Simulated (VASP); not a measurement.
# SiC (F-43m) in VASP: a series of runs

Runs on SiC. Level: PBE. Tasks: relaxation of cell and atoms.

All numbers are computed with VASP 6.6.1; they aren't measurements. Logs are shortened: lines on timing, memory, paths and dates and some standing lists are left out, and cuts for length are marked.

## (1) The cell of the first run

Symmetry: F-43m, No. 216, cubic system. Conventional cell: a = 4.358 Å, b = 4.358 Å, c = 4.358 Å, α = 90.00°, β = 90.00°, γ = 90.00°. Within 2.5 Å of Si (site symmetry -43m) lie 4 C at 1.89 Å. Within 2.5 Å of C (site symmetry -43m) lie 4 Si at 1.89 Å.

## (2) Relaxation of cell and atoms, PBE, target pressure 20 GPa, at which the enthalpy is minimised

Input file INCAR:

```
PREC     = Accurate       # precision mode
ENCUT    = 600            # plane-wave cutoff, eV
EDIFF    = 1E-7           # SCF threshold, eV
ISMEAR   = 0              # smearing method
SIGMA    = 0.01           # smearing width, eV
LREAL    = False          # projectors in reciprocal space
LASPH    = True           # aspherical terms in the spheres
NELM     = 120            # most SCF steps
ALGO     = Normal         # electronic algorithm
ISIF     = 3              # what is computed and relaxed
LWAVE    = False          # write WAVECAR
LCHARG   = False          # write CHGCAR
GGA      = PE             # functional
IBRION   = 2              # ionic algorithm
NSW      = 80             # ionic steps
EDIFFG   = -0.03          # ionic threshold
PSTRESS  = 200.0        
GGA_COMPAT= False        
NELMIN   = 4
```

Input file KPOINTS:

```
regular mesh
0
Gamma
  9 9 9
```

Input file POSCAR:

```
SiC
1.0
    0.0000000000      2.1790000000      2.1790000000
    2.1790000000      0.0000000000      2.1790000000
    2.1790000000      2.1790000000      0.0000000000
Si C
1 1
Direct
    0.0000000000      0.0000000000      0.0000000000
    0.2500000000      0.2500000000      0.2500000000
```

Potentials or basis: VASP PAW PBE potentials, release 64 (Si, C).

Launch:

```bash
cat potpaw_PBE.64/Si/POTCAR potpaw_PBE.64/C/POTCAR > POTCAR
mpirun -np 1 vasp_std > vasp.out
```

OUTCAR:

```text
PREC = Accurate
   ENCUT = 600
   EDIFF = 1E-7
   ISMEAR = 0
   LREAL = False
   LASPH = True
   NELM = 120
   ISIF = 3
   GGA = PE
   IBRION = 2
   NSW = 80
   EDIFFG = -0.03
   PSTRESS = 200.0
   NELMIN = 4

 ion  position               nearest neighbor table
   1  0.000  0.000  0.000-   2 1.89   2 1.89   2 1.89   2 1.89
   2  0.250  0.250  0.250-   1 1.89   1 1.89   1 1.89   1 1.89

  LATTYP: Found a face centered cubic cell.
 ALAT       =     4.3580000000

  Lattice vectors:

 A1 = (   0.0000000000,   2.1790000000,   2.1790000000)
 A2 = (   2.1790000000,   0.0000000000,   2.1790000000)
 A3 = (   2.1790000000,   2.1790000000,   0.0000000000)

Analysis of symmetry for initial positions (statically):
=====================================================================
 Subroutine PRICEL returns:
 Original cell was already a primitive cell.

 Routine SETGRP: Setting up the symmetry group for a
 face centered cubic supercell.

 Subroutine GETGRP returns: Found 24 space group operations
 (whereof 24 operations were pure point group operations)
 out of a pool of 48 trial point group operations.

The static configuration has the point symmetry T_d .

Analysis of symmetry for dynamics (positions and initial velocities):
=====================================================================
 Subroutine PRICEL returns:
 Original cell was already a primitive cell.

 Routine SETGRP: Setting up the symmetry group for a
 face centered cubic supercell.

 Subroutine GETGRP returns: Found 24 space group operations
 (whereof 24 operations were pure point group operations)
 out of a pool of 48 trial point group operations.

The dynamic configuration has the point symmetry T_d .

 Subroutine INISYM returns: Found 24 space group operations
 (whereof 24 operations are pure point group operations),
 and found     1 'primitive' translations

----------------------------------------------------------------------------------------

                                     Primitive cell

  volume of cell :      20.6920

  direct lattice vectors                    reciprocal lattice vectors
     0.000000000  2.179000000  2.179000000    -0.229463056  0.229463056  0.229463056
     2.179000000  0.000000000  2.179000000     0.229463056 -0.229463056  0.229463056
     2.179000000  2.179000000  0.000000000     0.229463056  0.229463056 -0.229463056

  length of vectors
     3.081571352  3.081571352  3.081571352     0.397441672  0.397441672  0.397441672

  position of ions in fractional coordinates (direct lattice)
     0.000000000  0.000000000  0.000000000
     0.250000000  0.250000000  0.250000000

  ion indices of the primitive-cell ions
   primitive index   ion index
                 1           1
                 2           2

----------------------------------------------------------------------------------------

 KPOINTS: regular mesh

Automatic generation of k-mesh.
 Grid dimensions read from file:
 generate k-points for:    9    9    9

 Generating k-lattice:

  Cartesian coordinates                     Fractional coordinates (reciprocal lattice)
    -0.025495895  0.025495895  0.025495895     0.111111111  0.000000000  0.000000000
     0.025495895 -0.025495895  0.025495895     0.000000000  0.111111111  0.000000000
     0.025495895  0.025495895 -0.025495895     0.000000000  0.000000000  0.111111111

  Length of vectors
     0.044160186  0.044160186  0.044160186

  Shift w.r.t. Gamma in fractional coordinates (k-lattice)
     0.000000000  0.000000000  0.000000000

 Subroutine IBZKPT returns following result:
 ===========================================

 Found     35 irreducible k-points:

 Following reciprocal coordinates:
            Coordinates               Weight
  0.000000  0.000000  0.000000      1.000000
  0.111111  0.000000  0.000000      8.000000
  0.222222  0.000000  0.000000      8.000000
  0.333333  0.000000  0.000000      8.000000
  0.444444  0.000000  0.000000      8.000000
  0.111111  0.111111  0.000000      6.000000
[... 16 lines left out ...]
 -0.333333  0.333333  0.000000     12.000000
  0.444444  0.444444  0.000000      6.000000
 [... further k-points ...]
   k-points           NKPTS =     35   k-points in BZ     NKDIM =     35   number of bands    NBANDS=      8
   number of dos      NEDOS =    301   number of ions     NIONS =      2
   total plane-waves  NPLWV =  21952
   dimension x,y,z NGX =    28 NGY =   28 NGZ =   28
   dimension x,y,z NGXF=    56 NGYF=   56 NGZF=   56
   ions per type =               1   1
   NGX,Y,Z   is equivalent  to a cutoff of  15.11, 15.11, 15.11 a.u.
   NGXF,Y,Z  is equivalent  to a cutoff of  30.21, 30.21, 30.21 a.u.
 SYSTEM =  unknown system
   PREC   = accura    normal or accurate (medium, high low for compatibility)
   ISTART =      0    job   : 0-new  1-cont  2-samecut
   ICHARG =      2    charge: 1-file 2-atom 10-const
   ISPIN  =      1    spin polarized calculation?
   LNONCOLLINEAR =      F non collinear calculations
   LSORBIT =      F    spin-orbit coupling
   LASPH  =      T    aspherical Exc in radial PAW
   ENCUT  =  600.0 eV  44.10 Ry    6.64 a.u.   6.15  6.15  6.15*2*pi/ulx,y,z
   NELM   =    120;   NELMIN=  4; NELMDL= -5     # of ELM steps
   EDIFF  = 0.1E-06   stopping-criterion for ELM
   LREAL  =      F    real-space projection
   EDIFFG = -.3E-01   stopping-criterion for IOM
   NSW    =     80    number of steps for IOM
   IBRION =      2    ionic relax: 0-MD 1-quasi-New 2-CG
   NFREE  =      1    steps in history (QN), initial steepest desc. (CG)
   ISIF   =      3    stress and relaxation
   ISYM   =      2    0-nonsym 1-usesym 2-fastsym
   POTIM  = 0.5000    time-step for ionic-motion
   TEBEG  =    0.0;   TEEND  =   0.0 temperature during run
   PSTRESS=  200.0 pullay stress
   NELECT =       8.0000    total number of electrons
   NUPDOWN=      -1.0000    fix difference up-down
   EMIN   =  10.00;   EMAX   =-10.00  energy-range for DOS
   EFERMI =   0.00;   METHOD = LEGACY
   ISMEAR =     0;   SIGMA  =   0.01  broadening in eV -4-tet -1-fermi 0-gaus
   EFERMI_NEDOS =   21; number of points for ismear=-14 and -15
   IALGO  =     38    algorithm
   IMIX   =      4    mixing-type and parameters
     AMIX     =   0.40;   BMIX     =  1.00
     AMIX_MAG =   1.60;   BMIX_MAG =  1.00
  volume/ion in A,a.u.               =      10.35        69.82
  Fermi-wavevector in a.u.,A,eV,Ry     =   1.192626  2.253736 19.352338  1.422357
  Thomas-Fermi vector in A             =   2.328660
   LORBIT       =      0    0 simple, 1 ext, 2 COOP (PROOUT), +10 PAW based schemes
   GGA     = PE    functional components
   LHFCALC =     F    Hartree Fock is set to
   AEXX    =    0.0000 exact exchange contribution
   IVDW    =     0    specifies the selected vdW correction
   LEPSILON=     F    determine dielectric tensor
   LRPA    =     F    only Hartree local field effects (RPA)
 conjugate gradient relaxation of ions
 non-spin polarized calculation
 Gauss-broadening in eV      SIGMA  =   0.01
  energy-cutoff  :      600.00
  volume of cell :       20.69
 maximum number of plane-waves:       702
 NGX is ok and might be reduce to    28
   NGX = 13   NGY = 13   NGZ = 13

--------------------------------------- Ionic step        1  -------------------------------------------

 number of electron       8.0000000 magnetization

 Free energy of the ion-electron system (eV)
  ---------------------------------------------------
  ext. energy  EPLUGINS =         0.00000000
  ---------------------------------------------------
  free energy    TOTEN  =       -15.05885994 eV

  energy without entropy =      -15.05885994  energy(sigma->0) =      -15.05885994

------------------------ aborting loop because EDIFF is reached ----------------------------------------

  FORCE on cell =-STRESS in cart. coord.  units (eV):
  Direction    XX          YY          ZZ          XY          YZ          ZX
  --------------------------------------------------------------------------------------
  -------------------------------------------------------------------------------------
  Total        0.3969504      0.3969504      0.3969504      0.0000000      0.0000000      0.0000000
  in kB       30.7358447     30.7358447     30.7358447      0.0000000      0.0000000      0.0000000
  external PRESSURE =    -169.2641553 kB  Pullay stress =     200.0000000 kB

 VOLUME and BASIS-vectors are now :
 -----------------------------------------------------------------------------
  energy-cutoff  :      600.00
  volume of cell :       20.69
      direct lattice vectors                 reciprocal lattice vectors
     0.000000000  2.179000000  2.179000000    -0.229463056  0.229463056  0.229463056
     2.179000000  0.000000000  2.179000000     0.229463056 -0.229463056  0.229463056
     2.179000000  2.179000000  0.000000000     0.229463056  0.229463056 -0.229463056
[... 8 lines left out ...]
  FREE ENERGIE OF THE ION-ELECTRON SYSTEM (eV)
  ---------------------------------------------------
  free  energy   TOTEN  =       -15.0588599398 eV

  energy  without entropy=      -15.0588599398  energy(sigma->0) =      -15.05885994

  enthalpy is  TOTEN    =       -12.4758796054 eV   P V=        2.5829803344

--------------------------------------- Ionic step        2  -------------------------------------------

 number of electron       8.0000000 magnetization

 E-fermi :  10.1320     XC(G=0): -12.0803

 val. band max:       10.0340093736   @ k =   0.0000   0.0000   0.0000
 cond. band min:      11.3952063393   @ k =   0.4444   0.4444   0.0000
 fundamental gap:      1.3611969657
 Fermi energy:        10.1320163824

 k-point     1 :       0.0000    0.0000    0.0000
  band No.  band energies     occupation
      1      -6.6998      2.00000
      2      10.0340      2.00000
      3      10.0340      2.00000
      4      10.0340      2.00000
      5      18.2057      0.00000
      6      18.5733      0.00000
      7      18.5733      0.00000
      8      18.5733      0.00000

 k-point     2 :       0.1111    0.0000    0.0000
  band No.  band energies     occupation
      1      -6.4262      2.00000
      2       8.7811      2.00000
      3       9.8689      2.00000
      4       9.8689      2.00000
      5      18.0854      0.00000
      6      18.8909      0.00000
      7      18.8909      0.00000
      8      19.3121      0.00000
[... 271 lines left out ...]
  FREE ENERGIE OF THE ION-ELECTRON SYSTEM (eV)
  ---------------------------------------------------
  free  energy   TOTEN  =       -14.5775490958 eV

  energy  without entropy=      -14.5775490958  energy(sigma->0) =      -14.57754910

  enthalpy is  TOTEN    =       -12.3820031559 eV   P V=        2.1955459399

--------------------------------------- Ionic step        3  -------------------------------------------

 number of electron       8.0000000 magnetization

 Free energy of the ion-electron system (eV)
  ---------------------------------------------------
  ext. energy  EPLUGINS =         0.00000000
  ---------------------------------------------------
  free energy    TOTEN  =       -14.97068855 eV

  energy without entropy =      -14.97068855  energy(sigma->0) =      -14.97068855

 E-fermi :   8.9481     XC(G=0): -11.6415

 val. band max:        8.8502082975   @ k =   0.0000   0.0000   0.0000
 cond. band min:      10.3008316978   @ k =   0.4444   0.4444   0.0000
 fundamental gap:      1.4506234004
 Fermi energy:         8.9481011214

 k-point     1 :       0.0000    0.0000    0.0000
  band No.  band energies     occupation
      1      -7.0707      2.00000
      2       8.8502      2.00000
      3       8.8502      2.00000
      4       8.8502      2.00000
      5      15.8491      0.00000
      6      16.6247      0.00000
      7      16.6247      0.00000
      8      16.6247      0.00000

 k-point     2 :       0.1111    0.0000    0.0000
  band No.  band energies     occupation
      1      -6.8170      2.00000
      2       7.6237      2.00000
      3       8.6863      2.00000
      4       8.6863      2.00000
      5      15.9768      0.00000
      6      16.9261      0.00000
      7      16.9261      0.00000
      8      17.1254      0.00000
[... 264 lines left out ...]
 POSITION                                       TOTAL-FORCE (eV/Angst)
 -----------------------------------------------------------------------------------
      0.00000      0.00000      0.00000        -0.000000      0.000000     -0.000000
      1.06620      1.06620      1.06620         0.000000     -0.000000      0.000000
 -----------------------------------------------------------------------------------
    total drift:                               -0.000000     -0.000000     -0.000000

  FREE ENERGIE OF THE ION-ELECTRON SYSTEM (eV)
  ---------------------------------------------------
  free  energy   TOTEN  =       -14.9706885523 eV

  energy  without entropy=      -14.9706885523  energy(sigma->0) =      -14.97068855

  enthalpy is  TOTEN    =       -12.5498856093 eV   P V=        2.4208029431

 reached required accuracy - stopping structural energy minimisation
```

It took 39 s on 1 thread of Intel Xeon 8259CL, shared host; peak memory 0.15 GiB.

Results:

| Property | Result |
| --- | --- |
| Free energy | -14.9707 eV |
| Relaxed volume | 9.70 Å³/atom |
| Relaxed cell | a = 3.016 Å, b = 3.016 Å, c = 3.016 Å, α = 60.00°, β = 60.00°, γ = 60.00° |
| Space group after relaxing (to 0.1 Å) | F-43m (No. 216) |
| Energy change on relaxing (the run minimises the enthalpy) | +44.1 meV/atom |
| Ionic steps | 3 |
| Pressure after relaxing | 19.5 GPa |
| Band gap on the k mesh | 1.45 eV (least direct gap 4.69 eV) |

Step by step:
| step | energy change (eV) | largest force (eV/Å) | pressure (GPa) | volume (Å³) |
| --- | --- | --- | --- | --- |
| 1 | 0.0000 | 0.0000 | 3.07 | 20.69 |
| 2 | 0.4813 | 0.0000 | 52.68 | 17.59 |
| 3 | 0.0882 | 0.0000 | 19.53 | 19.39 |

Final structure:
```
Si C
1.0
     0.00000    2.13241    2.13241
     2.13241    0.00000    2.13241
     2.13241    2.13241    0.00000
Si C
1 1
Direct
  0.00000 0.00000 0.00000
  0.25000 0.25000 0.25000
```

Caveat: the cell is relaxed towards a set pressure, so the run minimises the enthalpy, not the energy; an odd mesh through Γ misses points on the zone boundary, where band edges can lie.

(Continued in part 2 of 2.)
